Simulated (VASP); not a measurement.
Runs of VASP 6.6.1 on Se. The structure is that of space group P6/mmm (No. 191), or close to it. The cells are those of the table. 

```csv
task,cell,k mesh,cutoff (eV),gap on the mesh (eV),pressure (GPa)
single point,"a = 3.393, b = 3.393, c = 2.422 Å, angles 90.0, 90.0, 120.0°, 1 atom",6 × 6 × 6,520,none,0.0
single point,"a = 3.212, b = 3.212, c = 3.001 Å, angles 90.0, 90.0, 120.0°, 1 atom",6 × 6 × 6,520,none,(a)
relaxation of cell and atoms,"relaxed from a = 3.212, b = 3.212, c = 3.001 Å, angles 90.0, 90.0, 120.0°, 1 atom",6 × 6 × 6,600,none,0.1
single point,"a = 3.373, b = 3.373, c = 2.448 Å, angles 90.0, 90.0, 120.0°, 1 atom",18 × 18 × 22,520,none,-0.1
```

Alike in all rows: level r2SCAN; potentials or basis VASP PAW PBE potentials, release 64 (Se); no spin polarisation; smearing gaussian 0.1 eV.

Question: Fill in the values left out.

Answer: (a) -10.1.

Caveats: some runs use coarse meshes; the PAW data sets were made with another functional, which shifts forces and pressure a little.

A k mesh can miss the band edges, and the runs leave out spin-orbit coupling on Se.

A gap of «none» marks levels without a gap at the run's occupations.
